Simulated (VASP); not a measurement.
Set up this calculation in VASP 6.6.1, as the native input.

* Task: single point
* Functional: PBE
* Potentials or basis: VASP PAW PBE potentials, release 64 (Mg, Cd, Te)
* Cutoff: 520 eV
* k mesh: 6 × 6 × 6
* Occupations: gaussian, width 0.1 eV
* Spin: no spin polarisation
* Dipole correction: no
* Further INCAR settings: ALGO = Normal; EDIFF = 1e-07; NBANDS = 24

The structure of MgCdTe3 lies in POSCAR:

```
MgCdTe3
1.0
    3.9639566165      2.2885914196      3.2472584038
   -3.9639566165      2.2885914196      3.2472584038
    0.0000000000     -4.5771828392      3.2472584038
Mg Cd Te
1 1 3
Direct
    0.5000000000      0.5000000000      0.5000000000
    0.0000000000      0.0000000000      0.0000000000
    0.1521744863      0.5000000000      0.8478255137
    0.8478255137      0.1521744863      0.5000000000
    0.5000000000      0.8478255137      0.1521744863
```

The cell was generated, and may not be a known phase.

The input as run:

INCAR

```
PREC = Accurate
ENCUT = 520
EDIFF = 1E-7
ISMEAR = 0
SIGMA = 0.1
LREAL = F
LASPH = T
NELM = 100
ALGO = Normal
ISIF = 2
LWAVE = F
LCHARG = F
GGA = PE
NBANDS = 24
```

KPOINTS

```
Automatic mesh
0
Gamma
  6 6 6
```

Potentials or basis: VASP PAW PBE potentials, release 64 (Mg, Cd, Te).

Command:

```sh
$ cat potpaw_PBE.64/Mg/POTCAR potpaw_PBE.64/Cd/POTCAR potpaw_PBE.64/Te/POTCAR > POTCAR
$ mpirun -np 1 vasp_std > vasp.out
```

Results of the run:

* Pressure: 0.1 GPa
* Band gap on the k mesh: zero (bands 16 and 17 overlap by 0.47 eV)

Caveat: semilocal functionals underestimate gaps, and a narrow one can read as zero; spin-orbit coupling is left out, which moves the levels of the heavy elements.

It took 59 s on 1 thread of Intel(R) Xeon(R) 6975P-C (Granite Rapids), on a shared host, peak memory 0.35 GiB.
